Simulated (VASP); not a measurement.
# Be in VASP: a series of runs, part 2 of 2

VASP 6.6.1.

### 3 Single point, PBE

This run uses another cell than the first one: it holds 8 atoms, not 4.

Contents of INCAR:

```
ALGO = Normal
EDIFF = 1E-7
ENCUT = 520
GGA = PE
ISIF = 2
ISMEAR = 0
LASPH = True
LCHARG = False
LREAL = False
LWAVE = False
NBANDS = 18
NELM = 100
PREC = Accurate
SIGMA = 0.2
```

Contents of KPOINTS:

```
k-points
0
Gamma
  6 6 4
```

Contents of POSCAR:

```
Be
1.0
    3.5739874876     -0.0005816378      0.0004522254
    0.0007143077      4.3061766753      0.0046642214
   -0.0006505218     -0.0048563603      4.4790127979
Be
8
Direct
    0.2500059880      0.1668081623      0.0968279972
    0.2499969435      0.3331844024      0.5968612957
    0.2500040973      0.6668164257     -0.0968432537
    0.2499953362      0.8331887912      0.4031576610
    0.7500024236      0.3332124448     -0.0968361036
    0.7499957440      0.1667900137      0.4031813883
    0.7500050933      0.8332033257      0.0968209152
    0.7499943741      0.6667964343      0.5968300998
```

Potentials or basis: VASP PAW PBE potentials, release 64 (Be).

The run is started by

```
$ cat potpaw_PBE.64/Be/POTCAR > POTCAR
$ mpirun -np 1 vasp_std > vasp.out
```

OUTCAR:

```text
EDIFF = 1E-7
   ENCUT = 520
   GGA = PE
   ISIF = 2
   ISMEAR = 0
   LASPH = True
   LREAL = False
   NELM = 100
   PREC = Accurate

 ion  position               nearest neighbor table
   1  0.250  0.167  0.097-   4 1.99   5 2.11   5 2.11   6 2.25   6 2.25   7 2.29   7 2.29   3 2.32
                             3 2.32   2 2.35   2 2.35
   2  0.250  0.333  0.597-   3 1.99   6 2.11   6 2.11   5 2.25   5 2.25   8 2.29   8 2.29   4 2.32
                             4 2.32   1 2.35   1 2.35
   3  0.250  0.667  0.903-   2 1.99   7 2.11   7 2.11   8 2.25   8 2.25   5 2.29   5 2.29   1 2.32
[... 730 lines left out ...]
  Total       -0.0004161      0.0451577      0.0495357     -0.0001652      0.0000428      0.0012604
  in kB       -0.0096718      1.0495779      1.1513325     -0.0038404      0.0009944      0.0292940
  external PRESSURE =       0.7304129 kB  Pullay stress =       0.0000000 kB

 VOLUME and BASIS-vectors are now :
 -----------------------------------------------------------------------------
  energy-cutoff  :      520.00
  volume of cell :       68.93
      direct lattice vectors                 reciprocal lattice vectors
     3.573987488 -0.000581638  0.000452225     0.279799512 -0.000046457  0.000040587
     0.000714308  4.306176675  0.004664221     0.000037761  0.232224285  0.000251794
    -0.000650522 -0.004856360  4.479012798    -0.000028289 -0.000241822  0.223263217

 POSITION                                       TOTAL-FORCE (eV/Angst)
 -----------------------------------------------------------------------------------
      0.89357      0.71769      0.43458        -0.000120      0.010469     -0.009003
      0.89334      1.43171      2.67502         0.000042     -0.010594     -0.010354
      0.89340      2.86690      4.04847        -0.000098      0.010422      0.009639
      0.89381      3.58575      1.80975         0.000028     -0.010401      0.009467
      2.68015      1.43005      4.04718        -0.000012     -0.010880      0.010084
      2.68033      0.71583      1.80697         0.000077      0.010574      0.009238
      2.68104      3.58701      0.43789        -0.000076     -0.010231     -0.009238
      2.68056      2.86801      2.67666         0.000160      0.010639     -0.009832
 -----------------------------------------------------------------------------------
    total drift:                               -0.000000      0.000000      0.000000

  FREE ENERGIE OF THE ION-ELECTRON SYSTEM (eV)
  ---------------------------------------------------
  free  energy   TOTEN  =       -29.2092261107 eV

  energy  without entropy=      -29.1873111343  energy(sigma->0) =      -29.19826862
```

stdout:

```text
POSCAR found type information on POSCAR Be
 POSCAR found :  1 types and       8 ions
 scaLAPACK will be used
 LDA part: xc-table for (Slater+PW92), standard interpolation
 POSCAR, INCAR and KPOINTS ok, starting setup
 FFT: planning ... GRIDC
 FFT: planning ... GRID_SOFT
 FFT: planning ... GRID
 WAVECAR not read
 entering main loop
```

It took 2.3 min on 1 thread of AMD EPYC, shared host; peak memory 0.18 GiB.

Results:

| Item | Value |
| --- | --- |
| Free energy | -29.2092 eV |
| Pressure | 0.1 GPa |
| Largest force | 0.015 eV/Å |
| Band gap on the k mesh | zero (bands 8 and 9 overlap by 2.13 eV) |

Forces in eV/Å, atoms in the order of the input:
```
Be   0.000  0.010 -0.009
Be   0.000 -0.011 -0.010
Be   0.000  0.010  0.010
Be   0.000 -0.010  0.009
Be   0.000 -0.011  0.010
Be   0.000  0.011  0.009
Be   0.000 -0.010 -0.009
Be   0.000  0.011 -0.010
```

Stress tensor (GPa, compression positive):
```
0.00 0.00 0.00
0.00 0.10 0.00
0.00 0.00 0.12
```

Levels at points of the mesh, in eV from the Fermi level:
```tsv
k point	band 5	band 6	band 7	band 8	band 9	band 10	band 11	band 12
(0.00, 0.00, 0.00)	-3.32	-3.07	0.44	1.12	1.13	1.94	2.31	2.97
(0.50, 0.00, 0.00)	-2.30	-2.30	-1.60	-1.60	-0.75	-0.75	4.70	4.70
(0.00, 0.50, 0.00)	-2.72	-2.72	-1.51	-1.51	2.74	2.75	3.94	3.94
(0.50, 0.50, 0.00)	-2.44	-2.44	-2.43	-2.43	2.23	2.23	2.23	2.23
(0.00, 0.00, 0.50)	-2.08	-2.08	-1.62	-1.62	2.57	2.57	2.91	2.91
(0.50, 0.00, 0.50)	-2.03	-2.03	-2.03	-2.03	2.20	2.20	2.20	2.20
(0.00, 0.50, 0.50)	-0.63	-0.62	1.38	1.38	1.63	1.63	2.39	2.39
(0.50, 0.50, 0.50)	-4.57	-4.57	-4.57	-4.57	6.55	6.55	6.55	6.55
```

### 4 Single point, PBE

Contents of INCAR:

```
PREC = Accurate
ENCUT = 520
EDIFF = 1E-6
ISMEAR = 0
SIGMA = 0.1
LREAL = False
LASPH = True
NELM = 60
ALGO = Fast
ISIF = 2
LWAVE = False
LCHARG = False
GGA = PE
NBANDS = 12
```

Contents of KPOINTS:

```
regular mesh
0
Gamma
  16 16 16
```

Contents of POSCAR:

```
Be
1.0
   -2.1940989676      2.1947740873      1.7905170363
    2.1940989676     -2.1947740873      1.7905170363
    2.1940989676      2.1947740873     -1.7905170363
Be
4
Direct
    0.6594963548      0.1596018169      0.8190981716
    0.1594963548      0.3403981831      0.4998945379
    0.8405036452      0.6596018169      0.5001054621
    0.3405036452      0.8403981831      0.1809018284
```

The run is started by

```
$ cat potpaw_PBE.64/Be/POTCAR > POTCAR
$ mpirun -np 1 vasp_std > vasp.out
```

Run time: 6.9 min. Hardware: 1 thread of AMD EPYC, shared host; peak memory 0.27 GiB.

It converged, with:

```
Free energy            : -14.6098 eV
Pressure               : 0.2 GPa
Largest force          : 0.008 eV/Å
Band gap on the k mesh : zero (bands 4 and 5 overlap by 5.12 eV)
```

Forces on the atoms (eV/Å):
```
Be   0.005  0.006  0.000
Be  -0.005  0.006  0.000
Be   0.005 -0.006  0.000
Be  -0.005 -0.006  0.000
```

Levels at points of the mesh, in eV from the Fermi level:
| k point | band 1 | band 2 | band 3 | band 4 | band 5 | band 6 | band 7 | band 8 |
| --- | --- | --- | --- | --- | --- | --- | --- | --- |
| (0.00, 0.00, 0.00) | -10.21 | 0.29 | 1.01 | 1.01 | 1.85 | 2.95 | 2.95 | 3.02 |
| (0.50, 0.00, 0.00) | -6.65 | -6.65 | -2.35 | -2.35 | 2.12 | 2.12 | 6.61 | 6.61 |
| (0.00, 0.50, 0.00) | -6.65 | -6.65 | -2.35 | -2.35 | 2.12 | 2.12 | 6.61 | 6.61 |
| (0.50, 0.50, 0.00) | -7.64 | -6.93 | -0.77 | 1.29 | 1.51 | 2.28 | 4.49 | 7.38 |
| (0.50, 0.50, 0.50) | -5.93 | -3.70 | -3.62 | -3.61 | -3.46 | 2.16 | 8.78 | 10.73 |

### 5 Overview

```csv
cell,k mesh,smearing,gap on the mesh (eV),pressure (GPa),largest force (eV/Å)
"a = 3.584 Å, angles 106.2, 102.7, 120.2°, 4 atoms, atomic positions A",6 × 6 × 6,gaussian 0.1 eV,none,0.1,0.07
"a = 3.574, b = 4.306, c = 4.479 Å, 8 atoms, atomic positions B",6 × 6 × 4,gaussian 0.2 eV,none,0.1,0.01
"a = 3.583 Å, angles 104.5, 104.4, 120.0°, 4 atoms, atomic positions C",16 × 16 × 16,gaussian 0.1 eV,none,0.2,0.01
```

Alike in all rows: task single point; level PBE; potentials or basis VASP PAW PBE potentials, release 64 (Be); no spin polarisation; cutoff (eV) 520.

Caveats: some runs use coarse meshes.

Absolute energies hang on the potentials; compare differences alone.
